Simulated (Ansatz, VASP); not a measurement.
This is a calculation of Pt for VASP 6.6.1.

POSCAR

```
Pt
1.0
   -1.6152910255      1.6152910255      1.6152910255
    1.6152910255     -1.6152910255      1.6152910255
    1.6152910255      1.6152910255     -1.6152910255
Pt
1
Direct
    0.0000000000      0.0000000000      0.0000000000
```

The input INCAR.step1:

```
ALGO = Normal
EDIFF = 1E-5
ENCUT = 520
GGA = PE
ISIF = 2
ISMEAR = -1
LASPH = T
LCHARG = F
LREAL = F
LWAVE = T
NBANDS = 11
NELM = 100
PREC = Accurate
SIGMA = 0.05
```

The input INCAR.step2:

```
AEXX = 0.25
ALGO = Normal
EDIFF = 1E-7
ENCUT = 520
GGA = PE
ISIF = 2
ISMEAR = -1
ISTART = 1
LASPH = T
LCHARG = F
LHFCALC = T
LREAL = F
LWAVE = F
NBANDS = 11
NELM = 100
PREC = Accurate
PRECFOCK = Normal
SIGMA = 0.05
```

Contents of KPOINTS:

```
k-points
0
Gamma
  8 8 8
```

Potentials or basis: VASP PAW PBE potentials, release 64 (Pt).

Launch:

```bash
$ cat potpaw_PBE.64/Pt/POTCAR > POTCAR
$ cp INCAR.step1 INCAR
$ mpirun -np 1 vasp_std > vasp.out
$ cp INCAR.step2 INCAR
$ mpirun -np 1 vasp_std > vasp.out
```

Problem. Set up the same calculation for Ansatz 0.2.0. Potentials there: Ansatz PAW.

Solution. As run (the cutoff follows the program's own potentials):

input

```
crystal:
  lattice:
    - [-1.6152910255, 1.6152910255, 1.6152910255]
    - [1.6152910255, -1.6152910255, 1.6152910255]
    - [1.6152910255, 1.6152910255, -1.6152910255]
  atoms:
    - { symbol: Pt, position: [0.0, 0.0, 0.0] }
hamiltonian:
  xc: pbe0
  pseudopotentials: { kind: paw }
kpoints:
  mp_grid: { grid: [8, 8, 8] }
scf:
  occupations: { method: fermi_dirac, width: 0.05 }
output:
  forces: true
  stress: true
  eigenvalues: true
```

Both were run:

|  | VASP | Ansatz | Ansatz less VASP |
| --- | --- | --- | --- |
| gap on the k mesh at the Fermi level (eV) | none | none | - |
| pressure (GPa) | -18.3 | -18.4 | -0.15 |

A gap of «none» marks a metal or a gap that the smearing closes. With one functional, cell and mesh, what is left measures potentials, basis and numerics. VASP's potentials hold 10 valence electrons a cell and Ansatz's 18, so a difference there can come from the potentials and not from the codes.

Neither program's run includes spin-orbit coupling.
